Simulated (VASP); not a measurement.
Input of a VASP 6.6.1 run:

INCAR

```
SYSTEM = Re
PREC = Accurate ; ENCUT = 520
EDIFF = 1E-6 ; ISMEAR = -1
SIGMA = 0.05 ; LREAL = .FALSE.
LASPH = .TRUE. ; NELM = 80
ALGO = Normal ; ISIF = 2
LWAVE = .FALSE. ; LCHARG = .FALSE.
GGA = PE ; NBANDS = 22
```

File KPOINTS:

```
Automatic mesh
0
G
  9 9 3
  0 0 0
```

Contents of POSCAR:

```
Re
1.0
    2.7663873939      0.0000000000      0.0000000000
   -1.3831936969      2.3957617598      0.0000000000
    0.0000000000      0.0000000000      8.7600682568
Re
4
Direct
    0.6666666667      0.3333333333      0.7500000000
    0.0000000000      0.0000000000      0.5000000000
    0.3333333333      0.6666666667      0.2500000000
    0.0000000000      0.0000000000      0.0000000000
```

Potentials or basis: VASP PAW PBE potentials, release 64 (Re).

Command:

```console
$ cat potpaw_PBE.64/Re/POTCAR > POTCAR
$ mpirun -np 1 vasp_std > vasp.out
```

Problem. Estimate the band gap on the k mesh.

Solution. Zero (band 14 reaches 8.99 eV, above the bottom of band 15 at 6.74 eV).

Problem. Estimate the pressure.

Solution. 11.2 GPa.

Stress tensor (GPa, compression positive):
```
 8.55  0.00  0.00
 0.00  8.55  0.00
 0.00  0.00 16.49
```

Caveat: spin-orbit coupling is left out, which moves the levels of the heavy elements.
